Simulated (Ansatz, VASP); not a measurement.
**One calculation of Cs, two programs**

Contents of INCAR:

```
  PREC = Accurate
  ENCUT = 520
  EDIFF = 1E-6
  ISMEAR = -1
  SIGMA = 0.05
  LREAL = F
  LASPH = T
  NELM = 60
  ALGO = Normal
  ISIF = 2
  LWAVE = F
  LCHARG = F
  GGA = PS
  NBANDS = 10
```

The input KPOINTS:

```
regular mesh
0
Gamma
  6 6 6
```

File POSCAR:

```
Cs
1.0
   -3.1074680189      3.1074680189      3.1074680189
    3.1074680189     -3.1074680189      3.1074680189
    3.1074680189      3.1074680189     -3.1074680189
Cs
1
Direct
    0.0000000000      0.0000000000      0.0000000000
```

File input.yaml:

```yaml
crystal:
  lattice:
    - [-3.1074680189, 3.1074680189, 3.1074680189]
    - [3.1074680189, -3.1074680189, 3.1074680189]
    - [3.1074680189, 3.1074680189, -3.1074680189]
  atoms:
    - { symbol: Cs, position: [0.0, 0.0, 0.0] }
hamiltonian:
  xc: pbesol
  pseudopotentials: { kind: paw }
kpoints:
  mp_grid: { grid: [6, 6, 6] }
scf:
  occupations: { method: fermi_dirac, width: 0.05 }
output:
  forces: true
  stress: true
  eigenvalues: true
  write_density: true
  write_potential: true
  elf: true
  volumetric_format: npy
```

Alike in both runs: task single point; functional PBEsol; k mesh 6 × 6 × 6; occupations fermi-dirac, width 0.05 eV; no spin polarisation.

```csv
,VASP,Ansatz
version,VASP 6.6.1,Ansatz 0.2.0
potentials or method,"VASP PAW PBE potentials, release 64 (Cs_sv)",Ansatz PAW
plane-wave cutoff (eV),520,420
valence electrons in the cell,9,9
```

|  | VASP | Ansatz | Ansatz less VASP |
| --- | --- | --- | --- |
| gap on the k mesh at the Fermi level (eV) | none | none | - |
| pressure (GPa) | -0.2 | -0.2 | +0.01 |

VASP's potentials were made for PBE, not for PBEsol. A gap of «none» marks a metal or a gap that the smearing closes.

Spin-orbit coupling is off throughout.
